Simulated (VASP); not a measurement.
# Be (P6_3/mmc) in VASP: a series of runs

Runs on Be. Level: PBE+D3(BJ). Tasks: single point.

All numbers are computed with VASP 6.6.1; they aren't measurements. Logs are shortened: lines on timing, memory, paths and dates and some standing lists are left out, and cuts for length are marked.

## 1. The cell of the first run

Symmetry: P6_3/mmc, No. 194, hexagonal system. The conventional cell has a = 2.118 Å, b = 2.118 Å, c = 3.365 Å, α = 90.00°, β = 90.00°, γ = 120.00°. Be (site symmetry -6m2) has 12 Be at 2.08 to 2.12 Å within 2.8 Å.

## 2. Single point, PBE+D3(BJ) (6.54 Å³/atom)

Input file INCAR:

```
ALGO     = Normal         # electronic algorithm
EDIFF    = 1E-6           # SCF threshold, eV
ENCUT    = 520            # plane-wave cutoff, eV
GGA      = PE             # functional
ISIF     = 2              # what is computed and relaxed
ISMEAR   = 0              # smearing method
IVDW     = 12             # dispersion correction
LASPH    = True           # aspherical terms in the spheres
LCHARG   = False          # write CHGCAR
LREAL    = False          # projectors in reciprocal space
LWAVE    = False          # write WAVECAR
NBANDS   = 9              # bands
NELM     = 100            # most SCF steps
PREC     = Accurate       # precision mode
SIGMA    = 0.1            # smearing width, eV
```

Input file KPOINTS:

```
k-points
0
Gamma
  21 21 12
```

Input file POSCAR:

```
Be
1.0
    2.1184754464      0.0000000000      0.0000000000
   -1.0592377232      1.8346535539      0.0000000000
    0.0000000000      0.0000000000      3.3646998346
Be
2
Direct
    0.3333333333      0.6666666667      0.2500000000
    0.6666666667      0.3333333333      0.7500000000
```

Potentials or basis: VASP PAW PBE potentials, release 64 (Be).

The run is started by

```
$ cat potpaw_PBE.64/Be/POTCAR > POTCAR
$ mpirun -np 1 vasp_std > vasp.out
```

OUTCAR:

```text
EDIFF = 1E-6
   ENCUT = 520
   GGA = PE
   ISIF = 2
   ISMEAR = 0
   IVDW = 12
   LASPH = True
   LREAL = False
   NELM = 100
   PREC = Accurate
 IVDW          = 12

 ion  position               nearest neighbor table
   1  0.333  0.667  0.250-   2 2.08   2 2.08   2 2.08   2 2.08   2 2.08   2 2.08
   2  0.667  0.333  0.750-   1 2.08   1 2.08   1 2.08   1 2.08   1 2.08   1 2.08

  LATTYP: Found a hexagonal cell.
 ALAT       =     2.1184754464
 C/A-ratio  =     1.5882647308

  Lattice vectors:

 A1 = (   2.1184754464,   0.0000000000,   0.0000000000)
 A2 = (  -1.0592377232,   1.8346535539,   0.0000000000)
 A3 = (   0.0000000000,   0.0000000000,   3.3646998346)

Analysis of symmetry for initial positions (statically):
=====================================================================
 Subroutine PRICEL returns:
 Original cell was already a primitive cell.

 Routine SETGRP: Setting up the symmetry group for a
 hexagonal supercell.

 Subroutine GETGRP returns: Found 24 space group operations
 (whereof 12 operations were pure point group operations)
 out of a pool of 24 trial point group operations.

The static configuration has the point symmetry D_3d.
 The point group associated with its full space group is D_6h.

Analysis of symmetry for dynamics (positions and initial velocities):
=====================================================================
 Subroutine PRICEL returns:
 Original cell was already a primitive cell.

 Routine SETGRP: Setting up the symmetry group for a
 hexagonal supercell.

 Subroutine GETGRP returns: Found 24 space group operations
 (whereof 12 operations were pure point group operations)
 out of a pool of 24 trial point group operations.

The dynamic configuration has the point symmetry D_3d.
 The point group associated with its full space group is D_6h.

 Subroutine INISYM returns: Found 24 space group operations
 (whereof 12 operations are pure point group operations),
 and found     1 'primitive' translations

----------------------------------------------------------------------------------------

                                     Primitive cell

  volume of cell :      13.0775

  direct lattice vectors                    reciprocal lattice vectors
     2.118475446  0.000000000  0.000000000     0.472037569  0.272531018  0.000000000
    -1.059237723  1.834653554  0.000000000     0.000000000  0.545062035  0.000000000
     0.000000000  0.000000000  3.364699835     0.000000000  0.000000000  0.297203331

  length of vectors
     2.118475446  2.118475446  3.364699835     0.545062035  0.545062035  0.297203331

  position of ions in fractional coordinates (direct lattice)
     0.333333333  0.666666667  0.250000000
     0.666666667  0.333333333  0.750000000

  ion indices of the primitive-cell ions
   primitive index   ion index
                 1           1
                 2           2

----------------------------------------------------------------------------------------

 KPOINTS: k-points

Automatic generation of k-mesh.
 Grid dimensions read from file:
 generate k-points for:   21   21   12

 Generating k-lattice:

  Cartesian coordinates                     Fractional coordinates (reciprocal lattice)
     0.022477979  0.012977668  0.000000000     0.047619048  0.000000000  0.000000000
     0.000000000  0.025955335  0.000000000     0.000000000  0.047619048  0.000000000
     0.000000000  0.000000000  0.024766944     0.000000000  0.000000000  0.083333333

  Length of vectors
     0.025955335  0.025955335  0.024766944

  Shift w.r.t. Gamma in fractional coordinates (k-lattice)
     0.000000000  0.000000000  0.000000000

 Subroutine IBZKPT returns following result:
 ===========================================

 Found    336 irreducible k-points:

 Following reciprocal coordinates:
            Coordinates               Weight
  0.000000  0.000000  0.000000      1.000000
  0.047619  0.000000  0.000000      6.000000
  0.095238 -0.000000  0.000000      6.000000
  0.142857  0.000000  0.000000      6.000000
  0.190476 -0.000000  0.000000      6.000000
  0.238095  0.000000  0.000000      6.000000
[... 16 lines left out ...]
  0.142857  0.095238  0.000000     12.000000
  0.190476  0.095238  0.000000     12.000000
 [... further k-points ...]
   k-points           NKPTS =    336   k-points in BZ     NKDIM =    336   number of bands    NBANDS=      9
   number of dos      NEDOS =    301   number of ions     NIONS =      2
   total plane-waves  NPLWV =   7168
   dimension x,y,z NGX =    16 NGY =   16 NGZ =   28
   dimension x,y,z NGXF=    32 NGYF=   32 NGZF=   56
   ions per type =               2
   NGX,Y,Z   is equivalent  to a cutoff of  12.56, 12.56, 13.83 a.u.
   NGXF,Y,Z  is equivalent  to a cutoff of  25.11, 25.11, 27.67 a.u.
 SYSTEM =  unknown system
   PREC   = accura    normal or accurate (medium, high low for compatibility)
   ISTART =      0    job   : 0-new  1-cont  2-samecut
   ICHARG =      2    charge: 1-file 2-atom 10-const
   ISPIN  =      1    spin polarized calculation?
   LNONCOLLINEAR =      F non collinear calculations
   LSORBIT =      F    spin-orbit coupling
   LASPH  =      T    aspherical Exc in radial PAW
   ENCUT  =  520.0 eV  38.22 Ry    6.18 a.u.   3.94  3.94  6.26*2*pi/ulx,y,z
   NELM   =    100;   NELMIN=  2; NELMDL= -5     # of ELM steps
   EDIFF  = 0.1E-05   stopping-criterion for ELM
   LREAL  =      F    real-space projection
   EDIFFG = 0.1E-04   stopping-criterion for IOM
   NSW    =      0    number of steps for IOM
   IBRION =     -1    ionic relax: 0-MD 1-quasi-New 2-CG
   NFREE  =      0    steps in history (QN), initial steepest desc. (CG)
   ISIF   =      2    stress and relaxation
   ISYM   =      2    0-nonsym 1-usesym 2-fastsym
   POTIM  = 0.5000    time-step for ionic-motion
   TEBEG  =    0.0;   TEEND  =   0.0 temperature during run
   PSTRESS=    0.0 pullay stress
   NELECT =       4.0000    total number of electrons
   NUPDOWN=      -1.0000    fix difference up-down
   EMIN   =  10.00;   EMAX   =-10.00  energy-range for DOS
   EFERMI =   0.00;   METHOD = LEGACY
   ISMEAR =     0;   SIGMA  =   0.10  broadening in eV -4-tet -1-fermi 0-gaus
   EFERMI_NEDOS =   21; number of points for ismear=-14 and -15
   IALGO  =     38    algorithm
   IMIX   =      4    mixing-type and parameters
     AMIX     =   0.40;   BMIX     =  1.00
     AMIX_MAG =   1.60;   BMIX_MAG =  1.00
  volume/ion in A,a.u.               =       6.54        44.13
  Fermi-wavevector in a.u.,A,eV,Ry     =   1.103029  2.084422 16.553837  1.216673
  Thomas-Fermi vector in A             =   2.239481
   LORBIT       =      0    0 simple, 1 ext, 2 COOP (PROOUT), +10 PAW based schemes
   GGA     = PE    functional components
   LHFCALC =     F    Hartree Fock is set to
   AEXX    =    0.0000 exact exchange contribution
   IVDW    =    12    specifies the selected vdW correction
   LEPSILON=     F    determine dielectric tensor
   LRPA    =     F    only Hartree local field effects (RPA)
 non-spin polarized calculation
 Gauss-broadening in eV      SIGMA  =   0.10
  energy-cutoff  :      520.00
  volume of cell :       13.08
 maximum number of plane-waves:       366
 NGX is ok and might be reduce to    16
   NGX =  7   NGY =  7   NGZ = 13

 number of electron       4.0000000 magnetization

 Free energy of the ion-electron system (eV)
  ---------------------------------------------------
  ext. energy  EPLUGINS =         0.00000000
  ---------------------------------------------------
  free energy    TOTEN  =        -7.28930284 eV

  energy without entropy =       -7.28814886  energy(sigma->0) =       -7.28872585

 E-fermi :   8.7386     XC(G=0): -11.2476

 val. band max:        8.7113996785   @ k =   0.3333   0.2857   0.1667
 cond. band min:       8.8188248993   @ k =   0.3333   0.2857   0.0833
 fundamental gap:      0.1074252207
 Fermi energy:         8.7385942333

 k-point     1 :       0.0000    0.0000    0.0000
  band No.  band energies     occupation
      1      -3.7209      2.00000
      2       3.4269      2.00000
      3      10.3596      0.00000
      4      27.4404      0.00000
      5      27.4404      0.00000
      6      30.6352      0.00000
      7      30.6352      0.00000
      8      32.8305      0.00000
      9      39.2766      0.00000

 k-point     2 :       0.0476    0.0000    0.0000
  band No.  band energies     occupation
      1      -3.6512      2.00000
      2       3.5249      2.00000
      3      10.3683      0.00000
      4      26.7896      0.00000
      5      26.9134      0.00000
      6      30.6663      0.00000
      7      30.9461      0.00000
      8      32.7029      0.00000
      9      38.0845      0.00000

 k-point     3 :       0.0952   -0.0000    0.0000
  band No.  band energies     occupation
      1      -3.4421      2.00000
      2       3.8189      2.00000
      3      10.3911      0.00000
      4      25.1516      0.00000
      5      25.8150      0.00000
      6      30.7089      0.00000
      7      31.3422      0.00000
      8      32.2573      0.00000
      9      36.0695      0.00000

 k-point     4 :       0.1429    0.0000    0.0000
  band No.  band energies     occupation
      1      -3.0930      2.00000
      2       4.3083      2.00000
      3      10.4154      0.00000
      4      23.0567      0.00000
      5      24.6070      0.00000
      6      30.6400      0.00000
      7      31.3144      0.00000
      8      31.3458      0.00000
      9      33.8882      0.00000

 k-point     5 :       0.1905   -0.0000    0.0000
  band No.  band energies     occupation
      1      -2.6035      2.00000
      2       4.9920      2.00000
      3      10.4079      0.00000
      4      20.8887      0.00000
      5      23.4532      0.00000
      6      29.7051      0.00000
      7      29.9715      0.00000
      8      30.9742      0.00000
      9      32.2888      0.00000

 k-point     6 :       0.2381    0.0000    0.0000
  band No.  band energies     occupation
      1      -1.9735      2.00000
      2       5.8679      2.00000
      3      10.2933      0.00000
      4      18.9132      0.00000
      5      22.4177      0.00000
      6      27.5247      0.00000
      7      28.2347      0.00000
      8      30.4152      0.00000
      9      31.8699      0.00000
[... 169 lines left out ...]
 k-point    21 :       0.4762    0.0476    0.0000
  band No.  band energies     occupation
      1       3.0338      2.00000
      2       5.4608      2.00000
      3      12.8665      0.00000
      4      15.9195      0.00000
      5      16.7027      0.00000
      6      18.0809      0.00000
      7      21.8112      0.00000
      8      28.2494      0.00000
      9      32.5658      0.00000

 k-point    22 :       0.0952    0.0952    0.0000
  band No.  band energies     occupation
      1      -2.8829      2.00000
      2       4.6016      2.00000
      3      10.4339      0.00000
      4      22.3687      0.00000
      5      23.4108      0.00000
      6      30.5781      0.00000
      7      30.8079      0.00000
      8      30.9385      0.00000
      9      34.8953      0.00000

 k-point    23 :       0.1429    0.0952    0.0000
  band No.  band energies     occupation
      1      -2.3923      2.00000
      2       5.2845      2.00000
      3      10.4399      0.00000
      4      20.3508      0.00000
      5      22.2220      0.00000
      6      29.3658      0.00000
      7      29.9130      0.00000
      8      30.2827      0.00000
      9      34.2392      0.00000

 k-point    24 :       0.1905    0.0952    0.0000
  band No.  band energies     occupation
      1      -1.7603      2.00000
      2       6.1595      2.00000
      3      10.3675      0.00000
      4      18.3592      0.00000
      5      21.1555      0.00000
      6      27.4151      0.00000
      7      28.5729      0.00000
      8      29.7198      0.00000
      9      33.7438      0.00000

 [... further k-points ...]

------------------------ aborting loop because EDIFF is reached ----------------------------------------

 Edisp (eV)   -0.86424

 E8    (eV) :    -0.3003

  FORCE on cell =-STRESS in cart. coord.  units (eV):
  Direction    XX          YY          ZZ          XY          YZ          ZX
  --------------------------------------------------------------------------------------
  -------------------------------------------------------------------------------------
  Total       1.73984     1.73984     1.74270     0.00000    -0.00000     0.00000
  in kB     213.15498   213.15498   213.50536     0.00000    -0.00000     0.00000
  external pressure =      213.27 kB  Pullay stress =        0.00 kB

 VOLUME and BASIS-vectors are now :
 -----------------------------------------------------------------------------
  energy-cutoff  :      520.00
  volume of cell :       13.08
      direct lattice vectors                 reciprocal lattice vectors
     2.118475446  0.000000000  0.000000000     0.472037569  0.272531018  0.000000000
    -1.059237723  1.834653554  0.000000000     0.000000000  0.545062035  0.000000000
     0.000000000  0.000000000  3.364699835     0.000000000  0.000000000  0.297203331

 POSITION                                       TOTAL-FORCE (eV/Angst)
 -----------------------------------------------------------------------------------
     -0.00000      1.22310      0.84117        -0.000000      0.000000      0.000000
      1.05924      0.61155      2.52352         0.000000     -0.000000      0.000000
 -----------------------------------------------------------------------------------
    total drift:                                0.000000     -0.000000      0.000000

  FREE ENERGIE OF THE ION-ELECTRON SYSTEM (eV)
  ---------------------------------------------------
  free  energy   TOTEN  =        -8.1535436089 eV

  energy  without entropy=       -8.1523896304  energy(sigma->0) =       -8.15296662
```

It took 8.5 s on 1 thread of Intel Xeon 6975P-C (Granite Rapids), shared host; peak memory 0.15 GiB.

Results:

| Property | Result |
| --- | --- |
| Free energy | -8.1535 eV |
| Pressure | 21.3 GPa |
| Band gap on the k mesh | zero (bands 2 and 3 overlap by 2.29 eV) |
| Dispersion energy per atom | -0.432 eV |

Caveat: the cell stands under pressure.

## 3. Single point, PBE+D3(BJ) (6.76 Å³/atom)

This run uses another cell than the first one, of 6.76 Å³/atom.

Input file INCAR:

```
SYSTEM = Be
PREC     = Accurate       ! precision mode
ENCUT    = 520            ! plane-wave cutoff, eV
EDIFF    = 1E-7           ! SCF threshold, eV
ISMEAR   = 0              ! smearing method
SIGMA    = 0.1            ! smearing width, eV
LREAL    = .False.        ! projectors in reciprocal space
LASPH    = .True.         ! aspherical terms in the spheres
NELM     = 100            ! most SCF steps
ALGO     = Normal         ! electronic algorithm
ISIF     = 2              ! what is computed and relaxed
LWAVE    = .False.        ! write WAVECAR
LCHARG   = .False.        ! write CHGCAR
GGA      = PE             ! functional
IVDW     = 12             ! dispersion correction
NBANDS   = 9              ! bands
```

Input file KPOINTS:

```
regular mesh
0
Gamma
  21 21 12
  0 0 0
```

Input file POSCAR:

```
Be
1.0
    2.1431360354      0.0000000000      0.0000000000
   -1.0715680177      1.8560102505      0.0000000000
    0.0000000000      0.0000000000      3.3997927164
Be
2
Direct
    0.3333333333      0.6666666667      0.2500000000
    0.6666666667      0.3333333333      0.7500000000
```

Potentials or basis: VASP PAW PBE potentials, release 64 (Be).

The run is started by

```
$ cat potpaw_PBE.64/Be/POTCAR > POTCAR
$ mpirun -np 1 vasp_std > vasp.out
```

Wall time 9.7 s (1 thread of Intel Xeon 6975P-C (Granite Rapids), shared host); peak memory 0.15 GiB.

It converged, with:

* Free energy: -8.2038 eV
* Pressure: 14.9 GPa
* Band gap on the k mesh: zero (bands 2 and 3 overlap by 2.25 eV)
* Dispersion energy per atom: -0.417 eV

Levels at points of the mesh, in eV from the Fermi level:
```tsv
k point	band 1	band 2	band 3	band 4	band 5	band 6	band 7
(0.00, 0.00, 0.00)	-12.27	-5.16	1.51	18.19	18.19	21.32	21.32
(0.00, 0.00, 0.50)	-10.01	-10.01	11.79	11.79	20.05	20.05	20.05
```

Caveat: the cell stands under pressure.

## 4. Single point, PBE+D3(BJ) (6.98 Å³/atom)

This run uses another cell than the first one, of 6.98 Å³/atom.

Input file INCAR:

```
SYSTEM = Be
ALGO = Fast
EDIFF = 1E-6
ENCUT = 520
GGA = PE
ISIF = 2
ISMEAR = 0
IVDW = 12
LASPH = .TRUE.
LCHARG = .FALSE.
LREAL = .FALSE.
LWAVE = .FALSE.
NBANDS = 9
NELM = 80
PREC = Accurate
SIGMA = 0.1
```

Input file KPOINTS:

```
k-points
0
G
  21 21 12
  0 0 0
```

Input file POSCAR:

```
Be
1.0
    2.1674779800      0.0000000000      0.0000000000
   -1.0837389900      1.8770909928      0.0000000000
    0.0000000000      0.0000000000      3.4334362634
Be
2
Direct
    0.3333333333      0.6666666667      0.2500000000
    0.6666666667      0.3333333333      0.7500000000
```

The run is started by

```
$ cat potpaw_PBE.64/Be/POTCAR > POTCAR
$ mpirun -np 1 vasp_std > vasp.out
```

Wall time 9.9 s (1 thread of Intel Xeon 6975P-C (Granite Rapids), shared host); peak memory 0.15 GiB.

Results (log left out):

```
Free energy                : -8.2374 eV
Pressure                   : 9.4 GPa
Band gap on the k mesh     : zero (bands 2 and 3 overlap by 2.22 eV)
Dispersion energy per atom : -0.404 eV
```

Stress tensor (GPa, compression positive):
```
9.32 0.00 0.00
0.00 9.32 0.00
0.00 0.00 9.48
```

Levels at points of the mesh, in eV from the Fermi level:
| k point | band 1 | band 2 | band 3 | band 4 | band 5 | band 6 | band 7 |
| --- | --- | --- | --- | --- | --- | --- | --- |
| (0.00, 0.00, 0.00) | -12.09 | -5.01 | 1.41 | 17.71 | 17.71 | 20.78 | 20.78 |
| (0.00, 0.00, 0.50) | -9.85 | -9.85 | 11.55 | 11.55 | 19.52 | 19.52 | 19.52 |

Caveat: the cell stands under pressure.

(Continued in part 2 of 2.)
